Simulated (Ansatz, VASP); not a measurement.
**Two plane-wave programs on SnSe2**

```
Se Sn
1.0
     3.81892    0.00000    0.00000
     0.00000    9.02887    0.00000
     0.00000    0.00000   24.68221
Se Sn
10 5
Cartesian
  1.9095 10.3572 5.8945
  1.9095 5.1196 8.1249
  0.0000 2.1104 9.7369
  0.0000 7.5899 10.4358
  1.9095 4.5732 12.0030
  1.9095 0.9344 12.6774
  0.0000 6.9460 14.2485
  0.0000 3.3963 14.9457
  1.9095 0.3913 16.5554
  1.9095 4.1829 18.7886
  1.9095 2.4964 7.9707
  0.0000 4.9138 10.0958
  1.9095 7.2680 12.3423
  0.0000 0.5936 14.5840
  1.9095 3.0142 16.7129
```

Alike in both runs: functional PBEsol; k mesh 9 × 4 × 1; occupations gaussian, width 0.05 eV; no spin polarisation.

Ansatz relaxed the structure, and its values are those at the end. VASP's run is a single point on that final structure, the one shown.

|  | VASP | Ansatz |
| --- | --- | --- |
| version | VASP 6.6.1 | Ansatz 0.2.0 |
| potentials or method | VASP PAW PBE potentials, release 64 (Se, Sn_d), cutoff 520 eV | scalar-relativistic, plane waves, PAW |
| valence electrons in the cell | 130 | 230 |

VASP gave:

- gap on the k mesh at the Fermi level (eV): none
- rms of the force components (eV/Å): 0.011

Q: Which values does Ansatz return?

A: gap on the k mesh at the Fermi level (eV): none; rms of the force components (eV/Å): 0.004.

VASP's potentials were made for PBE, not for PBEsol. A gap of «none» marks a metal or a gap that the smearing closes. VASP's potentials hold 130 valence electrons a cell and Ansatz's 230, so a difference there can come from the potentials and not from the codes.
